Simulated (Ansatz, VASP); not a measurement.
Sb: VASP beside Ansatz

The input INCAR:

```
SYSTEM = Sb
PREC = Accurate ; ENCUT = 500
EDIFF = 1E-6 ; ISMEAR = -1
SIGMA = 0.05 ; LREAL = .FALSE.
LASPH = .TRUE. ; NELM = 120
ALGO = Normal ; ISIF = 2
LWAVE = .FALSE. ; LCHARG = .FALSE.
GGA = PE ; NBANDS = 22
GGA_COMPAT = .FALSE.
```

Contents of KPOINTS:

```
regular mesh
0
G
  8 8 8
  0 0 0
```

File POSCAR:

```
Sb
1.0
    0.0000000000      3.2710663102      3.2710663102
    3.2710663102      0.0000000000      3.2710663102
    3.2710663102      3.2710663102      0.0000000000
Sb
2
Direct
   -0.2825000000     -0.0725000000     -0.0725000000
    0.2825000000      0.0725000000      0.0725000000
```

Input for Ansatz:

```yaml
crystal:
  lattice:
    - [0.0, 3.2710663102, 3.2710663102]
    - [3.2710663102, 0.0, 3.2710663102]
    - [3.2710663102, 3.2710663102, 0.0]
  atoms:
    - { symbol: Sb, position: [-0.2825, -0.0725, -0.0725] }
    - { symbol: Sb, position: [0.2825, 0.0725, 0.0725] }
kpoints:
  mp_grid: { grid: [8, 8, 8] }
scf:
  occupations: { method: fermi_dirac, width: 0.05 }
hamiltonian:
  xc: pbe
  pseudopotentials: { kind: paw }
output:
  forces: true
  stress: true
  eigenvalues: true
  populations: true
  write_density: true
  write_potential: true
  elf: true
  volumetric_format: npy
```

Change from the starting cell: shortest bond scaled by 0.58, PAW files.

Alike in both runs: task single point; functional PBE; k mesh 8 × 8 × 8; occupations fermi-dirac, width 0.05 eV; no spin polarisation.

|  | VASP | Ansatz |
| --- | --- | --- |
| version | VASP 6.6.1 | Ansatz 0.2.0 |
| potentials or method | VASP PAW PBE potentials, release 64 (Sb_d_GW) | PAW with Ansatz's default frozen-core files, scalar-relativistic |
| plane-wave cutoff (eV) | 500 | 420 |
| valence electrons in the cell | 30 | 30 |

|  | VASP | Ansatz | Ansatz less VASP |
| --- | --- | --- | --- |
| pressure (GPa) | 109.3 | 110.8 | +1.45 |
| traceless stress, the component that is largest in VASP (GPa) | -107.98 | -109.13 | -1.143 |
| rms of the force components (eV/Å) | 49.104 | 49.664 | +0.5603 |

Atom by atom the forces differ by 0.560 eV/Å (rms over components). Both programs put the cell under a high pressure, so it lies far from rest at this level.

Spin-orbit coupling is off throughout. Noted on VASP's run: the cell as given lies far from equilibrium.
